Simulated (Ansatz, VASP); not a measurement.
## One calculation of AlNi4, two programs

File INCAR:

```
PREC     = Accurate       # precision mode
ENCUT    = 520            # plane-wave cutoff, eV
EDIFF    = 1E-6           # SCF threshold, eV
ISMEAR   = 0              # smearing method
SIGMA    = 0.1            # smearing width, eV
LREAL    = False          # projectors in reciprocal space
LASPH    = True           # aspherical terms in the spheres
NELM     = 150            # most SCF steps
ALGO     = Normal         # electronic algorithm
ISIF     = 2              # what is computed and relaxed
LWAVE    = False          # write WAVECAR
LCHARG   = True           # write CHGCAR
ISPIN    = 2              # spin polarisation
MAGMOM   = 0 0 2 2 2 2 2 2 2 2 # initial moments
LORBIT   = 11             # projections on sites
LMAXMIX  = 4              # l up to which the mixer works
GGA      = PE             # functional
LELF     = True           # ELF
LVHAR    = True         
NBANDS   = 58             # bands
```

Contents of KPOINTS:

```
Automatic mesh
0
Gamma
  6 6 1
```

POSCAR

```
AlNi4
1.0
    2.5136165900      0.0000000000      0.0000000000
   -1.2568082900      2.1768558200      0.0000000000
    0.0000000000      0.0000000000     20.3999525400
Al Ni
2 8
Direct
    0.6666666700      0.3333333300      0.8000000000
    0.6666666700      0.3333333300      0.2000000000
    0.3333333300      0.6666666700      0.7000000000
    0.3333333300      0.6666666700      0.9000000000
    0.3333333300      0.6666666700      0.1000000000
    0.3333333300      0.6666666700      0.3000000000
    0.3333333300      0.6666666700      0.5000000000
    0.6666666700      0.3333333300      0.0000000000
    0.6666666700      0.3333333300      0.4000000000
    0.6666666700      0.3333333300      0.6000000000
```

Input for Ansatz:

```yaml
crystal:
  lattice:
    - [2.51361659, 0.0, 0.0]
    - [-1.25680829, 2.17685582, 0.0]
    - [0.0, 0.0, 20.39995254]
  atoms:
    - { symbol: Al, position: [0.66666667, 0.33333333, 0.8] }
    - { symbol: Al, position: [0.66666667, 0.33333333, 0.2] }
    - { symbol: Ni, position: [0.33333333, 0.66666667, 0.7], spin: 2.0 }
    - { symbol: Ni, position: [0.33333333, 0.66666667, 0.9], spin: 2.0 }
    - { symbol: Ni, position: [0.33333333, 0.66666667, 0.1], spin: 2.0 }
    - { symbol: Ni, position: [0.33333333, 0.66666667, 0.3], spin: 2.0 }
    - { symbol: Ni, position: [0.33333333, 0.66666667, 0.5], spin: 2.0 }
    - { symbol: Ni, position: [0.66666667, 0.33333333, 0.0], spin: 2.0 }
    - { symbol: Ni, position: [0.66666667, 0.33333333, 0.4], spin: 2.0 }
    - { symbol: Ni, position: [0.66666667, 0.33333333, 0.6], spin: 2.0 }
basis:
  ecutwfc: 420
kpoints:
  mp_grid: { grid: [6, 6, 1] }
hamiltonian:
  xc: pbe
scf:
  occupations: { method: gaussian, width: 0.1 }
  lower_state_search: "off"
output:
  forces: true
  stress: true
  eigenvalues: true
  populations: true
magnetization:
  spin_polarized: true
```

Alike in both runs: task single point; functional PBE; k mesh 6 × 6 × 1; occupations gaussian, width 0.1 eV; collinear spin.

```csv
,VASP,Ansatz
version,VASP 6.6.1,Ansatz 0.2.0
potentials or method,"VASP PAW PBE potentials, release 64 (Al, Ni), cutoff 520 eV","scalar-relativistic, plane waves, PAW"
valence electrons in the cell,86,150
```

Ansatz gave:

| Item | Value |
| --- | --- |
| gap on the k mesh at the Fermi level (eV) | none |
| pressure (GPa) | 5.7 |
| traceless stress, the component that is largest in VASP (GPa) | -9.27 |
| rms of the force components (eV/Å) | 0.129 |
| net moment per atom (μB) | 0.37 |
| size of the moment on the site where the two differ most (μB) | 0.73 |

Problem. Estimate VASP's values.

Solution. gap on the k mesh at the Fermi level (eV): none; pressure (GPa): 5.9; traceless stress, the component that is largest in VASP (GPa): -9.24; rms of the force components (eV/Å): 0.123; net moment per atom (μB): 0.37; size of the moment on the site where the two differ most (μB): 0.70.

Site moments also hang on the region over which each program counts them. Atom by atom the forces differ by 0.006 eV/Å (rms over components). A gap of «none» marks a metal or a gap that the smearing closes. VASP's potentials hold 86 valence electrons a cell and Ansatz's 150, so a difference there can come from the potentials and not from the codes.

The k mesh is coarse, so the values compare programs but aren't converged.
